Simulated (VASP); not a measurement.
Write the native input for VASP 6.6.1 that does the following.

```
Task                   : relaxation of cell and atoms
Functional             : LDA
Potentials or basis    : VASP PAW LDA potentials, release 64 (Mo_sv, Sb)
Cutoff                 : 600 eV
k mesh                 : 13 × 13 × 13
Occupations            : fermi-dirac, width 0.08 eV
Spin                   : no spin polarisation
Dipole correction      : no
Further INCAR settings : ALGO = Normal; EDIFF = 1e-06; IBRION = 2; EDIFFG = -0.005; NSW = 60; ISIF = 3
```

The structure of SbMo (CsCl type) lies in POSCAR:

```
SbMo
1.0
    3.2317894572      0.0000000000      0.0000000000
    0.0000000000      3.2317894572      0.0000000000
    0.0000000000      0.0000000000      3.2317894572
Mo Sb
1 1
Direct
    0.0000000000      0.0000000000      0.0000000000
    0.5000000000      0.5000000000      0.5000000000
```

These files were run (other wordings do the same):

INCAR

```
SYSTEM = SbMo
PREC = Accurate
ENCUT = 600
EDIFF = 1E-6
ISMEAR = -1
SIGMA = 0.08
LREAL = .False.
LASPH = .True.
NELM = 100
ALGO = Normal
ISIF = 3
LWAVE = .False.
LCHARG = .False.
GGA = CA
IBRION = 2
NSW = 60
EDIFFG = -0.005
```

KPOINTS

```
regular mesh
0
Gamma
  13 13 13
  0 0 0
```

Potentials or basis: VASP PAW LDA potentials, release 64 (Mo_sv, Sb).

Run with:

```sh
$ cat potpaw_LDA.64/Mo_sv/POTCAR potpaw_LDA.64/Sb/POTCAR > POTCAR
$ mpirun -np 1 vasp_std > vasp.out
```

It gave:

The relaxed volume is 17.43 Å³/atom and the relaxed cell is a = 3.266 Å, b = 3.266 Å, c = 3.266 Å, α = 90.00°, β = 90.00°, γ = 90.00°. The space group after relaxing (to 0.05 Å) is Pm-3m (No. 221) and the energy gained by relaxing is 10.7 meV/atom. The ionic steps are 4. The pressure after relaxing is 0.0 GPa.

Wall time 62 s on 1 thread of AMD EPYC 7R13 Processor (Zen 3), on a shared host, peak memory 0.16 GiB.
